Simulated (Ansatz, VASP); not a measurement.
This is a calculation of HgTe for Ansatz 0.2.0.

input

```
crystal:
  lattice:
    - [0.0, 3.18, 3.18]
    - [3.18, 0.0, 3.18]
    - [3.18, 3.18, 0.0]
  atoms:
    - { symbol: Hg, position: [0.0, 0.0, 0.0] }
    - { symbol: Te, position: [0.5, 0.5, 0.5] }
hamiltonian:
  xc: r2scanh
  pseudopotentials: { kind: paw }
kpoints:
  mp_grid: { grid: [4, 4, 4] }
scf:
  occupations: { method: fermi_dirac, width: 0.05 }
output:
  forces: true
  stress: true
  eigenvalues: true
```

**Question.** Set up the same calculation for VASP 6.6.1. Potentials there: VASP PAW PBE potentials, release 64 (Hg, Te).

**Answer.** As run (the cutoff follows the program's own potentials):

POSCAR

```
HgTe
1.0
    0.0000000000      3.1800000000      3.1800000000
    3.1800000000      0.0000000000      3.1800000000
    3.1800000000      3.1800000000      0.0000000000
Hg Te
1 1
Direct
    0.0000000000      0.0000000000      0.0000000000
    0.5000000000      0.5000000000      0.5000000000
```

Contents of INCAR.step1:

```
SYSTEM = HgTe
ALGO = Normal
EDIFF = 1E-5
ENCUT = 520
GGA = PE
ISIF = 2
ISMEAR = -1
LASPH = .TRUE.
LCHARG = .FALSE.
LREAL = .FALSE.
LWAVE = .TRUE.
NBANDS = 16
NELM = 60
PREC = Accurate
SIGMA = 0.05
```

INCAR.step2

```
SYSTEM = HgTe
AEXX = 0.1
ALGO = Normal
EDIFF = 1E-7
ENCUT = 520
ISIF = 2
ISMEAR = -1
ISTART = 1
LASPH = .TRUE.
LCHARG = .FALSE.
LHFCALC = .TRUE.
LMIXTAU = .TRUE.
LREAL = .FALSE.
LWAVE = .FALSE.
METAGGA = R2SCAN
NBANDS = 16
NELM = 60
PREC = Accurate
PRECFOCK = Normal
SIGMA = 0.05
```

Contents of KPOINTS:

```
k-points
0
G
  4 4 4
  0 0 0
```

Potentials or basis: VASP PAW PBE potentials, release 64 (Hg, Te).

Launch:

```console
$ cat potpaw_PBE.64/Hg/POTCAR potpaw_PBE.64/Te/POTCAR > POTCAR
$ cp INCAR.step1 INCAR
$ mpirun -np 1 vasp_std > vasp.out
$ cp INCAR.step2 INCAR
$ mpirun -np 1 vasp_std > vasp.out
```

Both were run:

|  | VASP | Ansatz | Ansatz less VASP |
| --- | --- | --- | --- |
| gap on the k mesh at the Fermi level (eV) | none | none | - |
| pressure (GPa) | -4.4 | -4.4 | +0.01 |

VASP's potentials were made for PBE, not for r2SCANh. A gap of «none» marks a metal or a gap that the smearing closes. With one functional, cell and mesh, what is left measures potentials, basis and numerics. VASP's potentials hold 18 valence electrons a cell and Ansatz's 36, so a difference there can come from the potentials and not from the codes.

The k mesh is coarse, so the values compare programs but aren't converged. Spin-orbit coupling is off throughout.
